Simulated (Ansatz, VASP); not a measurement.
**One calculation of MgO, two programs**

```
Mg O
1.0
     3.48638    0.00000    0.00000
    -1.74319    3.01929    0.00000
     0.00000    0.00000    4.33472
Mg O
2 2
Direct
  0.66667 0.33333 0.75000
  0.33333 0.66667 0.25000
  0.66667 0.33333 0.25000
  0.33333 0.66667 0.75000
```

Change from the starting cell: strain +0.0375 x Voigt [0, 0, 1, 0, 0, 0], atoms carried along.

Alike in both runs: task single point; functional PBEsol; k mesh 9 × 9 × 6; occupations gaussian, width 0.05 eV; no spin polarisation.

|  | VASP | Ansatz |
| --- | --- | --- |
| version | VASP 6.6.1 | Ansatz 0.2.0 |
| potentials or method | VASP PAW PBE potentials, release 64 (Mg, O), cutoff 520 eV | scalar-relativistic, plane waves, PAW |
| valence electrons in the cell | 16 | 32 |

|  | VASP | Ansatz | Ansatz less VASP |
| --- | --- | --- | --- |
| gap on the k mesh at the Fermi level (eV) | 3.08 | 3.09 | +0.006 |
| least direct gap on the mesh (eV) | 3.08 | 3.09 | +0.006 |
| pressure (GPa) | -3.8 | -3.4 | +0.37 |
| traceless stress, the component that is largest in VASP (GPa) | -3.45 | -3.38 | +0.069 |

VASP's potentials were made for PBE, not for PBEsol. VASP's potentials hold 16 valence electrons a cell and Ansatz's 32, so a difference there can come from the potentials and not from the codes.
